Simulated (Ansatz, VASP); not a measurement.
Two plane-wave programs on CsBH3

```
CELL_PARAMETERS angstrom
3.78437 0.00000 0.00000
0.00000 3.78437 0.00000
0.00000 0.00000 3.78437
ATOMIC_POSITIONS crystal
Cs 0.50000 0.50000 0.50000
B 0.00000 0.00000 0.00000
H 0.50000 0.00000 0.00000
H 0.00000 0.50000 0.00000
H 0.00000 0.00000 0.50000
```

Alike in both runs: functional PBE; k mesh 4 × 4 × 4; occupations gaussian, width 0.1 eV; no spin polarisation.

Ansatz relaxed the structure, and its values are those at the end. VASP's run is a single point on that final structure, the one shown.

|  | VASP | Ansatz |
| --- | --- | --- |
| version | VASP 6.6.1 | Ansatz 0.2.0 |
| potentials or method | VASP PAW PBE potentials, release 64 (Cs_sv, B, H), cutoff 520 eV | scalar-relativistic, plane waves, PAW |
| valence electrons in the cell | 15 | 15 |

|  | VASP | Ansatz | Ansatz less VASP |
| --- | --- | --- | --- |
| gap on the k mesh at the Fermi level (eV) | none | none | - |
| pressure (GPa) | 0.3 | -0.1 | -0.39 |

A gap of «none» marks a metal or a gap that the smearing closes.

The k mesh is coarse, so the values compare programs but aren't converged. Spin-orbit coupling is off throughout.
